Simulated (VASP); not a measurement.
# Al3Cu (Pm-3m) in VASP: further runs

The runs below take Al3Cu through single point, with PBEsol.

Program: VASP 6.6.1. These are calculated values, not measurements. Logs are shortened: lines on timing, memory, paths and dates and some standing lists are left out, and cuts for length are marked.

**1. The cell of the first run**

The structure is cubic, space group Pm-3m (No. 221). The conventional cell has a = 3.767 Å, b = 3.767 Å, c = 3.767 Å, α = 90.00°, β = 90.00°, γ = 90.00°. Cu (site symmetry m-3m) has 12 Al at 2.66 Å within 3.5 Å. Within 3.5 Å of Al (site symmetry 4/mmm) lie 4 Cu at 2.66 Å and 8 Al at 2.66 Å.

**2. Single point, PBEsol (Ti replaced by Cu, lengths x 0.968, strained)**

Input file INCAR:

```
SYSTEM = Al3Cu
ALGO = Fast
EDIFF = 1E-7
ENCUT = 520
GGA = PS
ISIF = 2
ISMEAR = 0
LASPH = .True.
LCHARG = .False.
LREAL = .False.
LWAVE = .False.
NBANDS = 18
NELM = 60
PREC = Accurate
SIGMA = 0.1
```

Input file KPOINTS:

```
k-points
0
Gamma
  6 6 6
  0 0 0
```

Input file POSCAR:

```
Al3Cu
1.0
    3.7670417310      0.0000000000      0.0000000000
    0.0000000000      3.7670417310      0.0000000000
    0.0000000000      0.0000000000      3.7670417310
Cu Al
1 3
Direct
    0.0000000000      0.0000000000      0.0000000000
    0.5000000000      0.5000000000      0.0000000000
    0.5000000000      0.0000000000      0.5000000000
    0.0000000000      0.5000000000      0.5000000000
```

Potentials or basis: VASP PAW PBE potentials, release 64 (Cu, Al).

The run is started by

```sh
$ cat potpaw_PBE.64/Cu/POTCAR potpaw_PBE.64/Al/POTCAR > POTCAR
$ mpirun -np 1 vasp_std > vasp.out
```

OUTCAR:

```text
SYSTEM = Al3Cu
   EDIFF = 1E-7
   ENCUT = 520
   GGA = PS
   ISIF = 2
   ISMEAR = 0
   LASPH = .True.
   LREAL = .False.
   NELM = 60
   PREC = Accurate

 ion  position               nearest neighbor table
   1  0.000  0.000  0.000-   2 2.66   3 2.66   4 2.66   3 2.66   4 2.66   2 2.66   4 2.66   4 2.66
                             2 2.66   3 2.66   3 2.66   2 2.66
   2  0.500  0.500  0.000-   1 2.66   3 2.66   4 2.66   3 2.66   4 2.66   1 2.66   3 2.66   3 2.66
                             1 2.66   4 2.66   4 2.66   1 2.66
   3  0.500  0.000  0.500-   1 2.66   2 2.66   4 2.66   1 2.66   2 2.66   2 2.66   4 2.66   2 2.66
                             1 2.66   4 2.66   1 2.66   4 2.66
   4  0.000  0.500  0.500-   1 2.66   2 2.66   3 2.66   1 2.66   2 2.66   1 2.66   3 2.66   1 2.66
                             2 2.66   3 2.66   2 2.66   3 2.66

  LATTYP: Found a simple cubic cell.
 ALAT       =     3.7670417310

  Lattice vectors:

 A1 = (   3.7670417310,   0.0000000000,   0.0000000000)
 A2 = (   0.0000000000,   3.7670417310,   0.0000000000)
 A3 = (   0.0000000000,   0.0000000000,   3.7670417310)

Analysis of symmetry for initial positions (statically):
=====================================================================
 Subroutine PRICEL returns:
 Original cell was already a primitive cell.

 Routine SETGRP: Setting up the symmetry group for a
 simple cubic supercell.

 Subroutine GETGRP returns: Found 48 space group operations
 (whereof 48 operations were pure point group operations)
 out of a pool of 48 trial point group operations.

The static configuration has the point symmetry O_h .

Analysis of symmetry for dynamics (positions and initial velocities):
=====================================================================
 Subroutine PRICEL returns:
 Original cell was already a primitive cell.

 Routine SETGRP: Setting up the symmetry group for a
 simple cubic supercell.

 Subroutine GETGRP returns: Found 48 space group operations
 (whereof 48 operations were pure point group operations)
 out of a pool of 48 trial point group operations.

The dynamic configuration has the point symmetry O_h .

 Subroutine INISYM returns: Found 48 space group operations
 (whereof 48 operations are pure point group operations),
 and found     1 'primitive' translations

----------------------------------------------------------------------------------------

                                     Primitive cell

  volume of cell :      53.4566

  direct lattice vectors                    reciprocal lattice vectors
     3.767041731  0.000000000  0.000000000     0.265460293  0.000000000  0.000000000
     0.000000000  3.767041731  0.000000000     0.000000000  0.265460293  0.000000000
     0.000000000  0.000000000  3.767041731     0.000000000  0.000000000  0.265460293

  length of vectors
     3.767041731  3.767041731  3.767041731     0.265460293  0.265460293  0.265460293

  position of ions in fractional coordinates (direct lattice)
     0.000000000  0.000000000  0.000000000
     0.500000000  0.500000000  0.000000000
     0.500000000  0.000000000  0.500000000
     0.000000000  0.500000000  0.500000000

  ion indices of the primitive-cell ions
   primitive index   ion index
                 1           1
                 2           2
                 3           3
                 4           4

----------------------------------------------------------------------------------------

 KPOINTS: k-points

Automatic generation of k-mesh.
 Grid dimensions read from file:
 generate k-points for:    6    6    6

 Generating k-lattice:

  Cartesian coordinates                     Fractional coordinates (reciprocal lattice)
     0.044243382  0.000000000  0.000000000     0.166666667  0.000000000  0.000000000
     0.000000000  0.044243382  0.000000000     0.000000000  0.166666667  0.000000000
     0.000000000  0.000000000  0.044243382     0.000000000  0.000000000  0.166666667

  Length of vectors
     0.044243382  0.044243382  0.044243382

  Shift w.r.t. Gamma in fractional coordinates (k-lattice)
     0.000000000  0.000000000  0.000000000

 Subroutine IBZKPT returns following result:
 ===========================================

 Found     20 irreducible k-points:

 Following reciprocal coordinates:
            Coordinates               Weight
  0.000000  0.000000  0.000000      1.000000
  0.166667  0.000000  0.000000      6.000000
  0.333333  0.000000  0.000000      6.000000
  0.500000  0.000000  0.000000      3.000000
  0.166667  0.166667  0.000000     12.000000
  0.333333  0.166667  0.000000     24.000000
[... 12 lines left out ...]
  0.500000  0.500000  0.333333      6.000000
  0.500000  0.500000  0.500000      1.000000
   k-points           NKPTS =     20   k-points in BZ     NKDIM =     20   number of bands    NBANDS=     18
   number of dos      NEDOS =    301   number of ions     NIONS =      4
   total plane-waves  NPLWV =  21952
   dimension x,y,z NGX =    28 NGY =   28 NGZ =   28
   dimension x,y,z NGXF=    56 NGYF=   56 NGZF=   56
   ions per type =               1   3
   NGX,Y,Z   is equivalent  to a cutoff of  12.36, 12.36, 12.36 a.u.
   NGXF,Y,Z  is equivalent  to a cutoff of  24.71, 24.71, 24.71 a.u.
 SYSTEM =  Al3Cu
   PREC   = accura    normal or accurate (medium, high low for compatibility)
   ISTART =      0    job   : 0-new  1-cont  2-samecut
   ICHARG =      2    charge: 1-file 2-atom 10-const
   ISPIN  =      1    spin polarized calculation?
   LNONCOLLINEAR =      F non collinear calculations
   LSORBIT =      F    spin-orbit coupling
   LASPH  =      T    aspherical Exc in radial PAW
   ENCUT  =  520.0 eV  38.22 Ry    6.18 a.u.   7.00  7.00  7.00*2*pi/ulx,y,z
   NELM   =     60;   NELMIN=  2; NELMDL= -5     # of ELM steps
   EDIFF  = 0.1E-06   stopping-criterion for ELM
   LREAL  =      F    real-space projection
   EDIFFG = 0.1E-05   stopping-criterion for IOM
   NSW    =      0    number of steps for IOM
   IBRION =     -1    ionic relax: 0-MD 1-quasi-New 2-CG
   NFREE  =      0    steps in history (QN), initial steepest desc. (CG)
   ISIF   =      2    stress and relaxation
   ISYM   =      2    0-nonsym 1-usesym 2-fastsym
   POTIM  = 0.5000    time-step for ionic-motion
   TEBEG  =    0.0;   TEEND  =   0.0 temperature during run
   PSTRESS=    0.0 pullay stress
   NELECT =      20.0000    total number of electrons
   NUPDOWN=      -1.0000    fix difference up-down
   EMIN   =  10.00;   EMAX   =-10.00  energy-range for DOS
   EFERMI =   0.00;   METHOD = LEGACY
   ISMEAR =     0;   SIGMA  =   0.10  broadening in eV -4-tet -1-fermi 0-gaus
   EFERMI_NEDOS =   21; number of points for ismear=-14 and -15
   IALGO  =     68    algorithm
   IMIX   =      4    mixing-type and parameters
     AMIX     =   0.40;   BMIX     =  1.00
     AMIX_MAG =   1.60;   BMIX_MAG =  1.00
  volume/ion in A,a.u.               =      13.36        90.19
  Fermi-wavevector in a.u.,A,eV,Ry     =   1.179644  2.229204 18.933332  1.391561
  Thomas-Fermi vector in A             =   2.315951
   LORBIT       =      0    0 simple, 1 ext, 2 COOP (PROOUT), +10 PAW based schemes
   GGA     = PS    functional components
   LHFCALC =     F    Hartree Fock is set to
   AEXX    =    0.0000 exact exchange contribution
   IVDW    =     0    specifies the selected vdW correction
   LEPSILON=     F    determine dielectric tensor
   LRPA    =     F    only Hartree local field effects (RPA)
 non-spin polarized calculation
 RMM-DIIS sequential band-by-band and
 Gauss-broadening in eV      SIGMA  =   0.10
  energy-cutoff  :      520.00
  volume of cell :       53.46
 maximum number of plane-waves:      1472
   NGX = 15   NGY = 15   NGZ = 15

 number of electron      20.0000000 magnetization

 Free energy of the ion-electron system (eV)
  ---------------------------------------------------
  ext. energy  EPLUGINS =         0.00000000
  ---------------------------------------------------
  free energy    TOTEN  =       -16.49036064 eV

  energy without entropy =      -16.48361376  energy(sigma->0) =      -16.48698720

 E-fermi :   9.5889     XC(G=0): -11.3468

 val. band max:        9.5131828485   @ k =   0.3333   0.3333   0.0000
 cond. band min:       9.6288030842   @ k =   0.5000   0.3333   0.3333
 fundamental gap:      0.1156202357
 Fermi energy:         9.5889226103

 k-point     1 :       0.0000    0.0000    0.0000
  band No.  band energies     occupation
      1      -2.4506      2.00000
      2       4.7542      2.00000
      3       4.7542      2.00000
      4       5.5606      2.00000
      5       5.5606      2.00000
      6       5.5606      2.00000
[... 10 lines left out ...]
     17      16.7446      0.00000
     18      16.7446      0.00000

 k-point     2 :       0.1667    0.0000    0.0000
  band No.  band energies     occupation
      1      -2.1596      2.00000
      2       4.0842      2.00000
      3       4.8107      2.00000
      4       5.4043      2.00000
      5       5.4043      2.00000
      6       5.5709      2.00000
[... 10 lines left out ...]
     17      16.9115      0.00000
     18      17.3679      0.00000

 k-point     3 :       0.3333    0.0000    0.0000
  band No.  band energies     occupation
      1      -1.2975      2.00000
      2       2.0545      2.00000
      3       4.9261      2.00000
      4       5.1962      2.00000
      5       5.1962      2.00000
      6       5.5917      2.00000
[... 10 lines left out ...]
     17      17.3353      0.00000
     18      18.2259      0.00000

 k-point     4 :       0.5000    0.0000    0.0000
  band No.  band energies     occupation
      1      -0.0918      2.00000
      2       0.3680      2.00000
      3       4.9851      2.00000
      4       5.1172      2.00000
      5       5.1172      2.00000
      6       5.6021      2.00000
[... 10 lines left out ...]
     17      19.3664      0.00000
     18      19.3833      0.00000

 k-point     5 :       0.1667    0.1667    0.0000
  band No.  band energies     occupation
      1      -1.8703      2.00000
      2       4.1932      2.00000
      3       4.3003      2.00000
      4       5.1787      2.00000
      5       5.3771      2.00000
      6       5.4977      2.00000
[... 10 lines left out ...]
     17      16.2926      0.00000
     18      17.9242      0.00000

 k-point     6 :       0.3333    0.1667    0.0000
  band No.  band energies     occupation
      1      -1.0140      2.00000
      2       2.3083      2.00000
      3       4.5905      2.00000
      4       5.0942      2.00000
      5       5.2316      2.00000
      6       5.5013      2.00000
[... 10 lines left out ...]
     17      16.5766      0.00000
     18      17.2551      0.00000

 k-point     7 :       0.5000    0.1667    0.0000
  band No.  band energies     occupation
      1       0.1696      2.00000
      2       0.6576      2.00000
      3       4.8608      2.00000
      4       4.9471      2.00000
      5       5.1619      2.00000
      6       5.5170      2.00000
[... 10 lines left out ...]
     17      17.4453      0.00000
     18      17.7503      0.00000

 k-point     8 :       0.3333    0.3333    0.0000
  band No.  band energies     occupation
      1      -0.1786      2.00000
      2       2.9162      2.00000
      3       3.1510      2.00000
      4       4.9100      2.00000
      5       5.2839      2.00000
      6       5.3673      2.00000
[... 10 lines left out ...]
     17      17.0261      0.00000
     18      17.0333      0.00000
[... 145 lines left out ...]
     17      18.1083      0.00000
     18      19.0468      0.00000

 k-point    16 :       0.5000    0.5000    0.1667
  band No.  band energies     occupation
      1       2.0544      2.00000
      2       2.9194      2.00000
      3       2.9194      2.00000
      4       3.3419      2.00000
      5       5.2795      2.00000
      6       5.2795      2.00000
[... 10 lines left out ...]
     17      18.3138      0.00000
     18      20.9203      0.00000

 k-point    17 :       0.3333    0.3333    0.3333
  band No.  band energies     occupation
      1       0.9021      2.00000
      2       3.8121      2.00000
      3       3.8121      2.00000
      4       4.0080      2.00000
      5       5.1384      2.00000
      6       5.1384      2.00000
[... 10 lines left out ...]
     17      19.3925      0.00000
     18      20.8526      0.00000

 k-point    18 :       0.5000    0.3333    0.3333
  band No.  band energies     occupation
      1       1.9241      2.00000
      2       2.5707      2.00000
      3       4.1460      2.00000
      4       4.8069      2.00000
      5       5.0056      2.00000
      6       5.0187      2.00000
[... 10 lines left out ...]
     17      20.7065      0.00000
     18      21.1350      0.00000

 k-point    19 :       0.5000    0.5000    0.3333
  band No.  band energies     occupation
      1       2.8038      2.00000
      2       3.4433      2.00000
      3       3.4433      2.00000
      4       4.2079      2.00000
      5       5.2171      2.00000
      6       5.2171      2.00000
[... 10 lines left out ...]
     17      21.5794      0.00000
     18      22.4982      0.00000

 k-point    20 :       0.5000    0.5000    0.5000
  band No.  band energies     occupation
      1       3.8226      2.00000
      2       3.8226      2.00000
      3       3.8226      2.00000
      4       4.1460      2.00000
      5       5.1488      2.00000
      6       5.1488      2.00000
[... 10 lines left out ...]
     17      23.4628      0.00000
     18      23.5286      0.00000

------------------------ aborting loop because EDIFF is reached ----------------------------------------

  FORCE on cell =-STRESS in cart. coord.  units (eV):
  Direction    XX          YY          ZZ          XY          YZ          ZX
  --------------------------------------------------------------------------------------
  -------------------------------------------------------------------------------------
  Total        4.0076887      4.0076887      4.0076887     -0.0000000     -0.0000000      0.0000000
  in kB      120.1166645    120.1166645    120.1166645     -0.0000000     -0.0000000      0.0000000
  external PRESSURE =     120.1166645 kB  Pullay stress =       0.0000000 kB

 VOLUME and BASIS-vectors are now :
 -----------------------------------------------------------------------------
  energy-cutoff  :      520.00
  volume of cell :       53.46
      direct lattice vectors                 reciprocal lattice vectors
     3.767041731  0.000000000  0.000000000     0.265460293  0.000000000  0.000000000
     0.000000000  3.767041731  0.000000000     0.000000000  0.265460293  0.000000000
     0.000000000  0.000000000  3.767041731     0.000000000  0.000000000  0.265460293

 POSITION                                       TOTAL-FORCE (eV/Angst)
 -----------------------------------------------------------------------------------
      0.00000      0.00000      0.00000         0.000000      0.000000      0.000000
      1.88352      1.88352      0.00000         0.000000      0.000000      0.000000
      1.88352      0.00000      1.88352         0.000000      0.000000      0.000000
      0.00000      1.88352      1.88352         0.000000      0.000000      0.000000
 -----------------------------------------------------------------------------------
    total drift:                               -0.000000     -0.000000     -0.000000

  FREE ENERGIE OF THE ION-ELECTRON SYSTEM (eV)
  ---------------------------------------------------
  free  energy   TOTEN  =       -16.4903606374 eV

  energy  without entropy=      -16.4836137634  energy(sigma->0) =      -16.48698720
```

It took 11 s on 1 thread of Intel Xeon 6975P-C (Granite Rapids), shared host; peak memory 0.15 GiB.

What came out:

- Free energy: -16.4904 eV
- Pressure: 12.0 GPa
- Band gap on the k mesh: zero (band 10 reaches 11.71 eV, above the bottom of band 11 at 7.67 eV)

Caveat: the cell differs from its parent crystal (Ti replaced by Cu, lengths x 0.968, strained); the PAW data sets were made with another functional, which shifts forces and pressure a little.

**3. Single point, PBEsol (Ti replaced by Cu, lengths x 0.968, strained)**

Input file INCAR:

```
  PREC = Accurate
  ENCUT = 520
  EDIFF = 1E-6
  ISMEAR = 0
  SIGMA = 0.1
  LREAL = False
  LASPH = True
  NELM = 60
  ALGO = Normal
  ISIF = 2
  LWAVE = False
  LCHARG = False
  GGA = PS
  NBANDS = 18
```

Input file KPOINTS:

```
Automatic mesh
0
Gamma
  12 12 12
```

POSCAR is that of step 2.

Potentials or basis: VASP PAW PBE potentials, release 64 (Cu, Al).

The run is started by

```sh
$ cat potpaw_PBE.64/Cu/POTCAR potpaw_PBE.64/Al/POTCAR > POTCAR
$ mpirun -np 1 vasp_std > vasp.out
```

Wall time 28 s (1 thread of Intel Xeon 6975P-C (Granite Rapids), shared host); peak memory 0.2 GiB.

It converged, with:

```yaml
Free_energy: -16.5184 eV
Pressure: 12.5 GPa
Band_gap_on_the_k_mesh: zero (band 10 reaches 11.71 eV, above the bottom of band 11 at 7.68 eV)
```

Levels at points of the mesh, in eV from the Fermi level:
```csv
k point,band 8,band 9,band 10,band 11,band 12,band 13
"(0.00, 0.00, 0.00)",-2.63,-2.63,-0.78,0.78,0.78,7.04
"(0.50, 0.00, 0.00)",0.15,0.15,0.38,0.38,0.51,2.46
"(0.50, 0.50, 0.00)",-3.64,-3.35,1.35,3.21,3.21,3.32
"(0.50, 0.50, 0.50)",-3.73,-3.73,-2.71,-1.88,-1.88,-1.88
```

Caveat: the cell differs from its parent crystal (Ti replaced by Cu, lengths x 0.968, strained); the PAW data sets were made with another functional, which shifts forces and pressure a little.
